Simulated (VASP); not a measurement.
Wanted: the native input for a VASP 6.6.1 run.

```yaml
Task: single point
Functional: PBE
Potentials_or_basis: VASP PAW PBE potentials, release 64 (Be, Cd, O)
Cutoff: 520 eV
k_mesh: 6 × 6 × 2
Occupations: gaussian, width 0.1 eV
Spin: collinear spin, ferromagnetic start
Starting_moments: "[0.0, 0.0, 0.0, 1.0, 1.0, 1.0] μB"
Dipole_correction: no
Further_INCAR_settings: ALGO = Normal; EDIFF = 1e-06; NBANDS = 30
```

The structure of Be2CdO3 lies in POSCAR:

```
Be2CdO3
1.0
    2.5703195263      0.0000000000      0.0000000000
    0.0000000000      2.5703195263      0.0000000000
    0.0000000000      0.0000000000      7.9764672765
Be Cd O
2 1 3
Direct
    0.5000000000      0.5000000000      0.8458936172
    0.5000000000      0.5000000000      0.1541063828
    0.5000000000      0.5000000000      0.5000000000
    0.0000000000      0.0000000000      0.0000000000
    0.0000000000      0.0000000000      0.7067543622
    0.0000000000      0.0000000000      0.2932456378
```

The cell was built from a structure type or drawn by symmetry, and may not be a known phase.

One way to write it, as run:

INCAR

```
PREC = Accurate ; ENCUT = 520
EDIFF = 1E-6 ; ISMEAR = 0
SIGMA = 0.1 ; LREAL = False
LASPH = True ; NELM = 150
ALGO = Normal ; ISIF = 2
LWAVE = False ; LCHARG = False
ISPIN = 2 ; MAGMOM = 0 0 0 1 1 1
LORBIT = 11 ; GGA = PE
NBANDS = 30
```

KPOINTS

```
regular mesh
0
Gamma
  6 6 2
```

Potentials or basis: VASP PAW PBE potentials, release 64 (Be, Cd, O).

Run with:

```bash
$ cat potpaw_PBE.64/Be/POTCAR potpaw_PBE.64/Cd/POTCAR potpaw_PBE.64/O/POTCAR > POTCAR
$ mpirun -np 1 vasp_std > vasp.out
```

Results of the run:

```yaml
Pressure: 1.1 GPa
Largest_force: 0.088 eV/Å
Band_gap_on_the_k_mesh: zero (filled and empty bands overlap)
Net_moment: 0.00 μB per cell
Valence_electrons_inside_the_program's_atomic_spheres: Be 0.61; Cd 10.40; O 4.95, 4.96 (each value once)
```

Caveat: the k points lie up to 0.41 Å⁻¹ apart; semilocal functionals underestimate gaps, so a narrow gap can read as zero.

It took 51 s on 1 thread of Intel(R) Xeon(R) 6975P-C (Granite Rapids), with other jobs on the host, peak memory 0.2 GiB.
